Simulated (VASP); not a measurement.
Input of a VASP 6.6.1 run:

The input INCAR:

```
SYSTEM = GaN
  PREC = Accurate
  ENCUT = 520
  EDIFF = 1E-7
  ISMEAR = -1
  SIGMA = 0.1
  LREAL = .False.
  LASPH = .True.
  NELM = 100
  ALGO = Normal
  ISIF = 2
  LWAVE = .False.
  LCHARG = .True.
  GGA = PE
  LELF = .True.
  LVHAR = .True.
  NBANDS = 16
```

The input KPOINTS:

```
Automatic mesh
0
Gamma
  15 15 15
  0 0 0
```

POSCAR

```
GaN
1.0
    0.0000000000      2.1343254600      2.1343254600
    2.1343254600      0.0000000000      2.1343254600
    2.1343254600      2.1343254600      0.0000000000
Ga N
1 1
Direct
    0.0000000000      0.0000000000      0.0000000000
    0.5000000000      0.5000000000      0.5000000000
```

Potentials or basis: VASP PAW PBE potentials, release 64 (Ga_d, N).

Launch:

```bash
$ cat potpaw_PBE.64/Ga_d/POTCAR potpaw_PBE.64/N/POTCAR > POTCAR
$ mpirun -np 1 vasp_std > vasp.out
```

Q: Predict the band gap on the k mesh.

A: 0.49 eV (least direct gap 2.38 eV).

Q: Estimate the pressure.

A: 0.8 GPa.

Caveat: an odd mesh through Γ misses points on the zone boundary, where band edges can lie.
